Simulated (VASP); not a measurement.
# Li4F in VASP: relaxation of the atoms with PBEsol

Aim: the relaxation of the atoms of Li4F with PBEsol.

Program: VASP 6.6.1. These are calculated values, not measurements. Logs are shortened: lines on timing, memory, paths and dates and some standing lists are left out, and cuts for length are marked.

### Step 1. The cell of the first run

The cell holds a slab with vacuum, 5 atoms: a = 3.053 Å, b = 3.053 Å, c = 25.477 Å, α = 90.00°, β = 90.00°, γ = 90.00°.

### Step 2. Relaxation of the atoms, PBEsol

INCAR

```
ALGO = Normal
DIPOL = 0.5 0.5 0.500
EDIFF = 1E-7
EDIFFG = -0.02
ENCUT = 520
GGA = PS
IBRION = 2
IDIPOL = 3
ISIF = 2
ISMEAR = 0
LASPH = True
LCHARG = False
LDIPOL = True
LREAL = False
LWAVE = False
NELM = 80
NSW = 45
PREC = Accurate
SIGMA = 0.1
```

KPOINTS

```
k-points
0
Gamma
  9 9 1
```

POSCAR

```
Li4F
1.0
    3.0534023716      0.0000000000      0.0000000000
    0.0000000000      3.0534023716      0.0000000000
    0.0000000000      0.0000000000     25.4772445679
Li F
4 1
Selective dynamics
Direct
    0.5000000000      0.5000000000      0.3336310557  F F F
    0.0000000000      0.0000000000      0.4183765436  F F F
    0.5000000000      0.5000000000      0.5064914558  F F F
    0.0000000000      0.0000000000      0.5914671006  F F F
    0.2500000000      0.2500000000      0.6511281834  F F T
```

Potentials or basis: VASP PAW PBE potentials, release 64 (Li_sv, F).

Started as:

```
cat potpaw_PBE.64/Li_sv/POTCAR potpaw_PBE.64/F/POTCAR > POTCAR
mpirun -np 1 vasp_std > vasp.out
```

OUTCAR:

```text
EDIFF = 1E-7
   EDIFFG = -0.02
   ENCUT = 520
   GGA = PS
   IBRION = 2
   ISIF = 2
   ISMEAR = 0
   LASPH = True
   LREAL = False
   NELM = 80
   NSW = 45
   PREC = Accurate

 ion  position               nearest neighbor table
   1  0.500  0.500  0.334-
   2  0.000  0.000  0.418-
   3  0.500  0.500  0.506-
   4  0.000  0.000  0.591-   5 1.86
   5  0.250  0.250  0.651-   4 1.86

  LATTYP: Found a simple tetragonal cell.
 ALAT       =     3.0534023716
 C/A-ratio  =     8.3438870700

  Lattice vectors:

 A1 = (   3.0534023716,   0.0000000000,   0.0000000000)
 A2 = (   0.0000000000,   3.0534023716,   0.0000000000)
 A3 = (   0.0000000000,   0.0000000000,  25.4772445679)

Analysis of symmetry for initial positions (statically):
=====================================================================
 Subroutine PRICEL returns:
 Original cell was already a primitive cell.

 Routine SETGRP: Setting up the symmetry group for a
 simple tetragonal supercell.

 Subroutine GETGRP returns: Found  2 space group operations
 (whereof  2 operations were pure point group operations)
 out of a pool of 16 trial point group operations.

The static configuration has the point symmetry C_1h.

Analysis of symmetry for dynamics (positions and initial velocities):
=====================================================================
 Subroutine PRICEL returns:
 Original cell was already a primitive cell.

 Routine SETGRP: Setting up the symmetry group for a
 simple tetragonal supercell.

 Subroutine GETGRP returns: Found  2 space group operations
 (whereof  2 operations were pure point group operations)
 out of a pool of 16 trial point group operations.

The dynamic configuration has the point symmetry C_1h.

Analysis of constrained symmetry for selective dynamics:
=====================================================================
 Subroutine PRICEL returns:
 Original cell was already a primitive cell.

 Routine SETGRP: Setting up the symmetry group for a
 simple tetragonal supercell.

 Subroutine GETGRP returns: Found  2 space group operations
 (whereof  2 operations were pure point group operations)
 out of a pool of 16 trial point group operations.

The constrained configuration has the point symmetry C_1h.

 Subroutine INISYM returns: Found  2 space group operations
 (whereof  2 operations are pure point group operations),
 and found     1 'primitive' translations

----------------------------------------------------------------------------------------

                                     Primitive cell

  volume of cell :     237.5311

  direct lattice vectors                    reciprocal lattice vectors
     3.053402372  0.000000000  0.000000000     0.327503512  0.000000000  0.000000000
     0.000000000  3.053402372  0.000000000     0.000000000  0.327503512  0.000000000
     0.000000000  0.000000000 25.477244568     0.000000000  0.000000000  0.039250712

  length of vectors
     3.053402372  3.053402372 25.477244568     0.327503512  0.327503512  0.039250712

  position of ions in fractional coordinates (direct lattice)
     0.500000000  0.500000000  0.333631056
     0.000000000  0.000000000  0.418376544
     0.500000000  0.500000000  0.506491456
     0.000000000  0.000000000  0.591467101
     0.250000000  0.250000000  0.651128183

  ion indices of the primitive-cell ions
   primitive index   ion index
                 1           1
                 2           2
                 3           3
                 4           4
                 5           5

----------------------------------------------------------------------------------------

 KPOINTS: k-points

Automatic generation of k-mesh.
 Grid dimensions read from file:
 generate k-points for:    9    9    1

 Generating k-lattice:

  Cartesian coordinates                     Fractional coordinates (reciprocal lattice)
     0.036389279  0.000000000  0.000000000     0.111111111  0.000000000  0.000000000
     0.000000000  0.036389279  0.000000000     0.000000000  0.111111111  0.000000000
     0.000000000  0.000000000  0.039250712     0.000000000  0.000000000  1.000000000

  Length of vectors
     0.036389279  0.036389279  0.039250712

  Shift w.r.t. Gamma in fractional coordinates (k-lattice)
     0.000000000  0.000000000  0.000000000

 Subroutine IBZKPT returns following result:
 ===========================================

 Found     25 irreducible k-points:

 Following reciprocal coordinates:
            Coordinates               Weight
  0.000000  0.000000  0.000000      1.000000
  0.111111  0.000000  0.000000      4.000000
  0.222222  0.000000  0.000000      4.000000
  0.333333  0.000000  0.000000      4.000000
  0.444444  0.000000  0.000000      4.000000
  0.111111  0.111111  0.000000      2.000000
[... 16 lines left out ...]
 -0.333333  0.444444  0.000000      4.000000
  0.444444  0.444444  0.000000      2.000000
   k-points           NKPTS =     25   k-points in BZ     NKDIM =     25   number of bands    NBANDS=     13
   number of dos      NEDOS =    301   number of ions     NIONS =      5
   total plane-waves  NPLWV = 110592
   dimension x,y,z NGX =    24 NGY =   24 NGZ =  192
   dimension x,y,z NGXF=    48 NGYF=   48 NGZF=  384
   ions per type =               4   1
   NGX,Y,Z   is equivalent  to a cutoff of  13.07, 13.07, 12.53 a.u.
   NGXF,Y,Z  is equivalent  to a cutoff of  26.13, 26.13, 25.06 a.u.
 SYSTEM =  unknown system
   PREC   = accura    normal or accurate (medium, high low for compatibility)
   ISTART =      0    job   : 0-new  1-cont  2-samecut
   ICHARG =      2    charge: 1-file 2-atom 10-const
   ISPIN  =      1    spin polarized calculation?
   LNONCOLLINEAR =      F non collinear calculations
   LSORBIT =      F    spin-orbit coupling
   LASPH  =      T    aspherical Exc in radial PAW
   ENCUT  =  520.0 eV  38.22 Ry    6.18 a.u.   5.68  5.68 47.37*2*pi/ulx,y,z
   NELM   =     80;   NELMIN=  2; NELMDL= -5     # of ELM steps
   EDIFF  = 0.1E-06   stopping-criterion for ELM
   LREAL  =      F    real-space projection
   EDIFFG = -.2E-01   stopping-criterion for IOM
   NSW    =     45    number of steps for IOM
   IBRION =      2    ionic relax: 0-MD 1-quasi-New 2-CG
   NFREE  =      1    steps in history (QN), initial steepest desc. (CG)
   ISIF   =      2    stress and relaxation
   ISYM   =      2    0-nonsym 1-usesym 2-fastsym
   POTIM  = 0.5000    time-step for ionic-motion
   TEBEG  =    0.0;   TEEND  =   0.0 temperature during run
   PSTRESS=    0.0 pullay stress
   NELECT =      19.0000    total number of electrons
   NUPDOWN=      -1.0000    fix difference up-down
   EMIN   =  10.00;   EMAX   =-10.00  energy-range for DOS
   EFERMI =   0.00;   METHOD = LEGACY
   ISMEAR =     0;   SIGMA  =   0.10  broadening in eV -4-tet -1-fermi 0-gaus
   EFERMI_NEDOS =   21; number of points for ismear=-14 and -15
   IALGO  =     38    algorithm
   IMIX   =      4    mixing-type and parameters
     AMIX     =   0.40;   BMIX     =  1.00
     AMIX_MAG =   1.60;   BMIX_MAG =  1.00
  volume/ion in A,a.u.               =      47.51       320.59
  Fermi-wavevector in a.u.,A,eV,Ry     =   0.705374  1.332963  6.769604  0.497552
  Thomas-Fermi vector in A             =   1.790868
   LORBIT       =      0    0 simple, 1 ext, 2 COOP (PROOUT), +10 PAW based schemes
   GGA     = PS    functional components
   LHFCALC =     F    Hartree Fock is set to
   AEXX    =    0.0000 exact exchange contribution
   IVDW    =     0    specifies the selected vdW correction
   LEPSILON=     F    determine dielectric tensor
   LRPA    =     F    only Hartree local field effects (RPA)
 conjugate gradient relaxation of ions
 non-spin polarized calculation
 Gauss-broadening in eV      SIGMA  =   0.10
  energy-cutoff  :      520.00
  volume of cell :      237.53
 maximum number of plane-waves:      6444
   NGX = 11   NGY = 11   NGZ = 95

--------------------------------------- Ionic step        1  -------------------------------------------

 number of electron      19.0000024 magnetization

 Free energy of the ion-electron system (eV)
  ---------------------------------------------------
  ext. energy  EPLUGINS =         0.00000000
  ---------------------------------------------------
  free energy    TOTEN  =       -11.75890148 eV

  energy without entropy =      -11.74190202  energy(sigma->0) =      -11.75040175

------------------------ aborting loop because EDIFF is reached ----------------------------------------

  FORCE on cell =-STRESS in cart. coord.  units (eV):
  Direction    XX          YY          ZZ          XY          YZ          ZX
  --------------------------------------------------------------------------------------
  -------------------------------------------------------------------------------------
  Total       -0.1974042     -0.1974042     -3.5890328      0.1483290      0.0428948      0.0428948
  in kB       -1.3315161     -1.3315161    -24.2084771      1.0004981      0.2893309      0.2893307
  external PRESSURE =      -8.9571698 kB  Pullay stress =       0.0000000 kB
[... 221 lines left out ...]
--------------------------------------- Ionic step        7  -------------------------------------------

 number of electron      19.0000038 magnetization

 dipolmoment           0.000000      0.000000      0.349896 electrons x Angstroem

 Free energy of the ion-electron system (eV)
  ---------------------------------------------------
  ext. energy  EPLUGINS =         0.00000000
  ---------------------------------------------------
  free energy    TOTEN  =       -12.57224674 eV

  energy without entropy =      -12.56292634  energy(sigma->0) =      -12.56758654

 E-fermi :  -4.2630     XC(G=0):  -3.2296

 val. band max:       -4.2988491019   @ k =   0.4444   0.0000   0.0000
 cond. band min:      -4.2143002361   @ k =   0.1111   0.1111   0.0000
 fundamental gap:      0.0845488658
 Fermi energy:        -4.2630110337

 k-point     1 :       0.0000    0.0000    0.0000
  band No.  band energies     occupation
      1     -50.7038      2.00000
      2     -50.4592      2.00000
      3     -50.1333      2.00000
      4     -47.3498      2.00000
      5     -23.9342      2.00000
      6      -7.4706      2.00000
      7      -6.5597      2.00000
      8      -5.7235      2.00000
      9      -5.0951      2.00000
     10      -4.8758      2.00000
     11      -4.4592      1.99448
     12      -3.2919      0.00000
     13      -1.1682      0.00000
[... 354 lines left out ...]
  band No.  band energies     occupation
      1     -50.6915      2.00000
      2     -50.4467      2.00000
      3     -50.1209      2.00000
      4     -47.3340      2.00000
      5     -23.7558      2.00000
      6      -5.9241      2.00000
      7      -5.7746      2.00000
      8      -5.5167      2.00000
      9      -2.7905      0.00000
     10      -2.1368      0.00000
     11      -1.6425      0.00000
     12      -0.8559      0.00000
     13      -0.1062      0.00000

 [... further k-points ...]

------------------------ aborting loop because EDIFF is reached ----------------------------------------

 vacuum level on the upper side and lower side of the slab       (xc-potential included)         3.218        -3.449

  FORCE on cell =-STRESS in cart. coord.  units (eV):
  Direction    XX          YY          ZZ          XY          YZ          ZX
  --------------------------------------------------------------------------------------
  -------------------------------------------------------------------------------------
  Total        1.2029637      1.2029637     -0.3747539      1.8191501      2.2101726      2.2101693
  in kB        8.1141412      8.1141412     -2.5277621     12.2703961     14.9078917     14.9078699
  external PRESSURE =       4.5668401 kB  Pullay stress =       0.0000000 kB
[... 20 lines left out ...]
  FREE ENERGIE OF THE ION-ELECTRON SYSTEM (eV)
  ---------------------------------------------------
  free  energy   TOTEN  =       -12.5722467390 eV

  energy  without entropy=      -12.5629263426  energy(sigma->0) =      -12.56758654

 reached required accuracy - stopping structural energy minimisation

 vacuum level on the upper side and lower side of the slab         5.626        -1.191
```

Wall time 18 min (1 thread of Intel Xeon 8259CL, shared host); peak memory 0.33 GiB.

Results:

```
Free energy               : -12.5722 eV
Energy gained by relaxing : 162.7 meV/atom
Ionic steps               : 7
Band gap on the k mesh    : zero (an odd number of electrons rules out a gap without spin polarisation)
```

Step by step:
```tsv
step	energy change (eV)	largest force on free atoms (eV/Å)	pressure (GPa)
1	0.0000	2.3970	-0.90
2	-0.2693	2.2375	-0.75
3	-0.8053	0.4009	0.26
4	-0.8058	0.4150	0.65
5	-0.8133	0.0209	0.44
6	-0.8130	0.0889	0.49
7	-0.8133	0.0093	0.46
```

Final structure:
```yaml
crystal:
  lattice:
    - [3.05340, 0.00000, 0.00000]
    - [0.00000, 3.05340, 0.00000]
    - [0.00000, 0.00000, 25.47724]
  atoms:
    - { symbol: Li, position: [0.50000, 0.50000, 0.33363] }
    - { symbol: Li, position: [0.00000, 0.00000, 0.41838] }
    - { symbol: Li, position: [0.50000, 0.50000, 0.50649] }
    - { symbol: Li, position: [0.00000, 0.00000, 0.59147] }
    - { symbol: F, position: [0.25000, 0.25000, 0.63140] }
```

Caveat: the cutoff is under 1.25 times the usual one of these potentials, so pressure, stress and relaxed cells hold a basis-set (Pulay) error; the PAW data sets were made with another functional, which shifts forces and pressure a little; an odd number of electrons without spin polarisation forces a metal; a magnetic or distorted state may lie lower.

The gap in the log of VASP goes by the Fermi energy; the results here count the filled bands.